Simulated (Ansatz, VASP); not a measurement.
Given: the input of a run of VASP 6.6.1 on Be.

Contents of INCAR:

```
  PREC = Accurate
  ENCUT = 520
  EDIFF = 1E-8
  ISMEAR = 0
  SIGMA = 0.05
  LREAL = False
  LASPH = True
  NELM = 120
  ALGO = Normal
  ISIF = 2
  LWAVE = False
  LCHARG = False
  GGA = LIBXC
  LIBXC1 = GGA_X_B88
  LIBXC2 = GGA_C_PBE
  LEFG = True
  NBANDS = 7
  GGA_COMPAT = False
```

File KPOINTS:

```
regular mesh
0
Gamma
  15 15 15
```

POSCAR

```
Be
1.0
   -1.2531209513      1.2531209513      1.2531209513
    1.2531209513     -1.2531209513      1.2531209513
    1.2531209513      1.2531209513     -1.2531209513
Be
1
Direct
    0.0000000000      0.0000000000      0.0000000000
```

Potentials or basis: VASP PAW PBE potentials, release 64 (Be).

Run with:

```console
$ cat potpaw_PBE.64/Be/POTCAR > POTCAR
$ mpirun -np 1 vasp_std > vasp.out
```

Translate it to Ansatz 0.2.0. Potentials there: Ansatz PAW earlier set.

As run (the cutoff follows the program's own potentials):

Contents of input.yaml:

```yaml
crystal:
  lattice:
    - [-1.2531209513, 1.2531209513, 1.2531209513]
    - [1.2531209513, -1.2531209513, 1.2531209513]
    - [1.2531209513, 1.2531209513, -1.2531209513]
  atoms:
    - { symbol: Be, position: [0.0, 0.0, 0.0] }
hamiltonian:
  xc: { exchange: b88, correlation: pbe }
  pseudopotentials: { kind: paw, source: ansatz }
kpoints:
  mp_grid: { grid: [15, 15, 15] }
scf:
  occupations: { method: gaussian, width: 0.05 }
output:
  forces: true
  stress: true
  eigenvalues: true
  efg: {}
```

Potentials or basis: Ansatz PAW earlier set.

Command:

```console
$ ansatz run input.yaml --threads 1 --pin off --max-ram 2560MiB --backend cpu --events-out ev --progress --plain --runs-dir out
```

Both were run:

|  | VASP | Ansatz | Ansatz less VASP |
| --- | --- | --- | --- |
| gap on the k mesh at the Fermi level (eV) | none | none | - |
| pressure (GPa) | 0.5 | 0.4 | -0.10 |

VASP's potentials were made for PBE, not for b88 exchange, pbe correlation. A gap of «none» marks a metal or a gap that the smearing closes. With one functional, cell and mesh, what is left measures potentials, basis and numerics. VASP's potentials hold 2 valence electrons a cell and Ansatz's 4, so a difference there can come from the potentials and not from the codes.

Noted on Ansatz's run: the potentials were made for another functional, which shifts forces and pressure.
